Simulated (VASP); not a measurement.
The system is Si3O.

```xyz
4
Lattice="3.7093 0.0000 0.0000 0.0000 3.7093 0.0000 0.0000 0.0000 3.7093" Properties=species:S:1:pos:R:3 pbc="T T T"
Si    0.0000    1.8546    1.8546
Si    1.8546    0.0000    1.8546
Si    1.8546    1.8546    0.0000
O     0.0000    0.0000    0.0000
```

| Quantity | Value |
| --- | --- |
| Program | VASP 6.6.1 |
| Task | relaxation of cell and atoms |
| Functional | PBE |
| Potentials or basis | VASP PAW PBE potentials, release 64 (Si, O) |
| Cutoff | 600 eV |
| k mesh | 12 × 12 × 12 |
| Occupations | gaussian, width 0.1 eV |
| Spin | no spin polarisation |

At the start: pressure 2.5 GPa; volume 12.76 Å³/atom.

How do energy, volume and symmetry change on relaxing?

Over 3 steps the energy falls by 2.5 meV/atom and the volume is 13.08 Å³/atom (+2.5 %); space group Pm-3m (No. 221, to 0.1 Å) before and after.

Step by step:
```csv
step,energy change (eV),largest force (eV/Å),pressure (GPa),volume (Å³)
1,0.0000,0.0000,2.55,51.03
2,-0.0097,0.0000,-0.40,52.55
3,-0.0100,0.0000,0.01,52.32
```

Final structure:
```yaml
crystal:
  lattice:
    - [3.74027, 0.00000, 0.00000]
    - [0.00000, 3.74027, 0.00000]
    - [0.00000, 0.00000, 3.74027]
  atoms:
    - { symbol: Si, position: [0.00000, 0.50000, 0.50000] }
    - { symbol: Si, position: [0.50000, 0.00000, 0.50000] }
    - { symbol: Si, position: [0.50000, 0.50000, 0.00000] }
    - { symbol: O, position: [0.00000, 0.00000, 0.00000] }
```
